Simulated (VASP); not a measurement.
Set up this calculation in VASP 6.6.1, as the native input.

| Item | Value |
| --- | --- |
| Task | single point |
| Functional | PBE |
| Potentials or basis | VASP PAW PBE potentials, release 64 (Sn_d, C) |
| Cutoff | 520 eV |
| k mesh | 4 × 4 × 4 |
| Occupations | gaussian, width 0.1 eV |
| Spin | no spin polarisation |
| Dipole correction | no |
| Further INCAR settings | ALGO = Normal; EDIFF = 1e-07; NBANDS = 31 |

The structure of SnC2 lies in POSCAR:

```
SnC2
1.0
    4.5194405383      0.0000000000      0.0000000000
    0.0000000000      4.5194405383      0.0000000000
    0.0000000000      0.0000000000      4.5194405383
Sn C
2 4
Direct
    0.0000000000      0.0000000000      0.0000000000
    0.5000000000      0.5000000000      0.5000000000
    0.2500000000      0.2500000000      0.2500000000
    0.2500000000      0.7500000000      0.7500000000
    0.7500000000      0.7500000000      0.2500000000
    0.7500000000      0.2500000000      0.7500000000
```

One way to write it, as run:

INCAR

```
SYSTEM = SnC2
PREC = Accurate
ENCUT = 520
EDIFF = 1E-7
ISMEAR = 0
SIGMA = 0.1
LREAL = .FALSE.
LASPH = .TRUE.
NELM = 100
ALGO = Normal
ISIF = 2
LWAVE = .FALSE.
LCHARG = .TRUE.
GGA = PE
LELF = .TRUE.
LVHAR = .TRUE.
NBANDS = 31
```

KPOINTS

```
Automatic mesh
0
G
  4 4 4
  0 0 0
```

Potentials or basis: VASP PAW PBE potentials, release 64 (Sn_d, C).

The run is started by

```sh
$ cat potpaw_PBE.64/Sn_d/POTCAR potpaw_PBE.64/C/POTCAR > POTCAR
$ mpirun -np 1 vasp_std > vasp.out
```

It gave:

* Pressure: 26.9 GPa
* Band gap on the k mesh: zero (band 22 reaches 6.53 eV, above the bottom of band 23 at 5.32 eV)

Caveat: spin-orbit coupling is left out, which moves the levels of the heavy elements.

It took 25 s on 1 thread of Intel(R) Xeon(R) Platinum 8559C (Emerald Rapids), on a shared host, peak memory 0.2 GiB.
